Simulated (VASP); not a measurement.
# Be2Co (P6/mmm) in VASP: relaxation of cell and atoms with PBE

Aim: the relaxation of cell and atoms of Be2Co with PBE.

Everything below comes from runs of VASP 6.6.1. Logs are shortened: lines on timing, memory, paths and dates and some standing lists are left out, and cuts for length are marked.

## Step 1: The cell of the first run

The structure is hexagonal, space group P6/mmm (No. 191). The conventional cell has a = 3.497 Å, b = 3.497 Å, c = 2.392 Å, α = 90.00°, β = 90.00°, γ = 120.00°. Within 2.7 Å of Be (site symmetry -6m2) lie 5 Be at 2.02 to 2.39 Å and 6 Co at 2.35 Å. Within 3.1 Å of Co (site symmetry 6/mmm) lie 12 Be at 2.35 Å and 2 Co at 2.39 Å.

The cell was generated, and may not be a known phase.

## Step 2: Relaxation of cell and atoms, PBE

Contents of INCAR:

```
SYSTEM = Be2Co
PREC = Accurate
ENCUT = 600
EDIFF = 1E-7
ISMEAR = 0
SIGMA = 0.1
LREAL = .False.
LASPH = .True.
NELM = 60
ALGO = Fast
ISIF = 3
LWAVE = .False.
LCHARG = .False.
GGA = PE
IBRION = 2
NSW = 100
EDIFFG = -0.01
```

Contents of KPOINTS:

```
Automatic mesh
0
Gamma
  18 18 20
  0 0 0
```

Contents of POSCAR:

```
Be2Co
1.0
    3.4970500309      0.0000000000      0.0000000000
   -1.7485250155      3.0285341651      0.0000000000
    0.0000000000      0.0000000000      2.3923075298
Be Co
2 1
Direct
    0.3333333333      0.6666666667      0.5000000000
    0.6666666667      0.3333333333      0.5000000000
    0.0000000000      0.0000000000      0.0000000000
```

Potentials or basis: VASP PAW PBE potentials, release 64 (Be, Co).

The run is started by

```console
cat potpaw_PBE.64/Be/POTCAR potpaw_PBE.64/Co/POTCAR > POTCAR
mpirun -np 1 vasp_std > vasp.out
```

OUTCAR:

```text
SYSTEM = Be2Co
   PREC = Accurate
   ENCUT = 600
   EDIFF = 1E-7
   ISMEAR = 0
   LREAL = .False.
   LASPH = .True.
   NELM = 60
   ISIF = 3
   GGA = PE
   IBRION = 2
   NSW = 100
   EDIFFG = -0.01

 ion  position               nearest neighbor table
   1  0.333  0.667  0.500-   2 2.02   2 2.02   2 2.02   3 2.35   3 2.35   3 2.35   3 2.35   3 2.35
                             3 2.35
   2  0.667  0.333  0.500-   1 2.02   1 2.02   1 2.02   3 2.35   3 2.35   3 2.35   3 2.35   3 2.35
                             3 2.35
   3  0.000  0.000  0.000-   1 2.35   2 2.35   1 2.35   2 2.35   2 2.35   2 2.35   1 2.35   1 2.35
                             2 2.35   2 2.35   1 2.35   1 2.35

  LATTYP: Found a hexagonal cell.
 ALAT       =     3.4970500309
 C/A-ratio  =     0.6840930237

  Lattice vectors:

 A1 = (   3.4970500309,   0.0000000000,   0.0000000000)
 A2 = (  -1.7485250155,   3.0285341651,   0.0000000000)
 A3 = (   0.0000000000,   0.0000000000,   2.3923075298)

Analysis of symmetry for initial positions (statically):
=====================================================================
 Subroutine PRICEL returns:
 Original cell was already a primitive cell.

 Routine SETGRP: Setting up the symmetry group for a
 hexagonal supercell.

 Subroutine GETGRP returns: Found 24 space group operations
 (whereof 24 operations were pure point group operations)
 out of a pool of 24 trial point group operations.

The static configuration has the point symmetry D_6h.

Analysis of symmetry for dynamics (positions and initial velocities):
=====================================================================
 Subroutine PRICEL returns:
 Original cell was already a primitive cell.

 Routine SETGRP: Setting up the symmetry group for a
 hexagonal supercell.

 Subroutine GETGRP returns: Found 24 space group operations
 (whereof 24 operations were pure point group operations)
 out of a pool of 24 trial point group operations.

The dynamic configuration has the point symmetry D_6h.

 Subroutine INISYM returns: Found 24 space group operations
 (whereof 24 operations are pure point group operations),
 and found     1 'primitive' translations

----------------------------------------------------------------------------------------

                                     Primitive cell
[... 160 lines left out ...]
      direct lattice vectors                 reciprocal lattice vectors
     3.497050031  0.000000000  0.000000000     0.285955303  0.165096371  0.000000000
    -1.748525016  3.028534165  0.000000000     0.000000000  0.330192742  0.000000000
     0.000000000  0.000000000  2.392307530     0.000000000  0.000000000  0.418006459

 POSITION                                       TOTAL-FORCE (eV/Angst)
 -----------------------------------------------------------------------------------
     -0.00000      2.01902      1.19615        -0.000000     -0.000000      0.000000
      1.74853      1.00951      1.19615         0.000000      0.000000      0.000000
      0.00000      0.00000      0.00000        -0.000000     -0.000000      0.000000
 -----------------------------------------------------------------------------------
    total drift:                               -0.000000      0.000000      0.000000

  FREE ENERGIE OF THE ION-ELECTRON SYSTEM (eV)
  ---------------------------------------------------
  free  energy   TOTEN  =       -15.3722200433 eV

  energy  without entropy=      -15.3660661562  energy(sigma->0) =      -15.36914310

--------------------------------------- Ionic step        2  -------------------------------------------

 number of electron      13.0000005 magnetization

 Free energy of the ion-electron system (eV)
  ---------------------------------------------------
  ext. energy  EPLUGINS =         0.00000000
  ---------------------------------------------------
  free energy    TOTEN  =       -15.37228426 eV

  energy without entropy =      -15.36609073  energy(sigma->0) =      -15.36918749

 E-fermi :   8.1486     XC(G=0): -11.9517

 val. band max:        8.1480244204   @ k =   0.3889   0.2222   0.1000
 cond. band min:       8.1488379225   @ k =   0.3333   0.0556   0.2000
 fundamental gap:      0.0008135020
 Fermi energy:         8.1486205238

 k-point     1 :       0.0000    0.0000    0.0000
  band No.  band energies     occupation
      1      -1.8087      2.00000
      2       5.0213      2.00000
      3       5.0213      2.00000
      4       5.3586      2.00000
      5       7.9479      1.99546
      6       7.9479      1.99546
      7      12.0907      0.00000
      8      12.0907      0.00000
      9      12.4426      0.00000
     10      12.4426      0.00000
[... 287 lines left out ...]
 k-point    24 :       0.3889    0.1111    0.0000
  band No.  band energies     occupation
      1       0.8422      2.00000
      2       2.2544      2.00000
      3       4.7442      2.00000
      4       6.1454      2.00000
      5       7.0186      2.00000
      6       7.4166      2.00000
      7       7.7359      2.00000
      8       7.8970      1.99963
      9      15.0691      0.00000
     10      20.1574      0.00000

 [... further k-points ...]

------------------------ aborting loop because EDIFF is reached ----------------------------------------

  FORCE on cell =-STRESS in cart. coord.  units (eV):
  Direction    XX          YY          ZZ          XY          YZ          ZX
  --------------------------------------------------------------------------------------
  -------------------------------------------------------------------------------------
  Total        0.0217765      0.0217765      0.0063219     -0.0000000      0.0000000      0.0000000
  in kB        1.3760127      1.3760127      0.3994653     -0.0000000      0.0000000      0.0000000
  external PRESSURE =       1.0504969 kB  Pullay stress =       0.0000000 kB

 VOLUME and BASIS-vectors are now :
 -----------------------------------------------------------------------------
  energy-cutoff  :      600.00
  volume of cell :       25.36
      direct lattice vectors                 reciprocal lattice vectors
     3.499558164 -0.000000000  0.000000000     0.285750358  0.164978046 -0.000000000
    -1.749779082  3.030706272 -0.000000000     0.000000000  0.329956093 -0.000000000
     0.000000000  0.000000000  2.390665998     0.000000000  0.000000000  0.418293480

 POSITION                                       TOTAL-FORCE (eV/Angst)
 -----------------------------------------------------------------------------------
     -0.00000      2.02047      1.19533        -0.000000      0.000000     -0.000000
      1.74978      1.01024      1.19533         0.000000     -0.000000      0.000000
      1.74978      3.03071     -0.00000        -0.000000      0.000000      0.000000
 -----------------------------------------------------------------------------------
    total drift:                               -0.000000      0.000000      0.000000

  FREE ENERGIE OF THE ION-ELECTRON SYSTEM (eV)
  ---------------------------------------------------
  free  energy   TOTEN  =       -15.3722842591 eV

  energy  without entropy=      -15.3660907306  energy(sigma->0) =      -15.36918749

 reached required accuracy - stopping structural energy minimisation
```

Wall time 5.7 min (1 thread of Intel Xeon 8259CL, shared host); peak memory 0.28 GiB.

What came out:

```
Free energy                           : -15.3723 eV
Relaxed volume                        : 8.45 Å³/atom
Relaxed cell                          : a = 3.500 Å, b = 3.500 Å, c = 2.391 Å, α = 90.00°, β = 90.00°, γ = 120.00°
Space group after relaxing (to 0.1 Å) : P6/mmm (No. 191)
Energy gained by relaxing             : 0.0 meV/atom
Ionic steps                           : 2
Pressure after relaxing               : 0.1 GPa
Band gap on the k mesh                : zero (an odd number of electrons rules out a gap without spin polarisation)
```

Stress tensor (GPa, compression positive):
```
0.14 0.00 0.00
0.00 0.14 0.00
0.00 0.00 0.04
```

Final structure:
```cif
data_structure
_symmetry_space_group_name_H-M 'P 1'
_symmetry_Int_Tables_number 1
_cell_length_a 3.4996
_cell_length_b 3.4996
_cell_length_c 2.3907
_cell_angle_alpha 90.000
_cell_angle_beta 90.000
_cell_angle_gamma 120.000
_cell_volume 25.36
loop_
_atom_site_label
_atom_site_type_symbol
_atom_site_fract_x
_atom_site_fract_y
_atom_site_fract_z
_atom_site_occupancy
Be1 Be 0.33333 0.66667 0.50000 1
Be2 Be 0.66667 0.33333 0.50000 1
Co1 Co 0.00000 0.00000 0.00000 1
```

Caveat: the run has no spin polarisation, though such a crystal can be magnetic. Spin polarisation is off, so any magnetic state and its effect on volume and gap are missing.
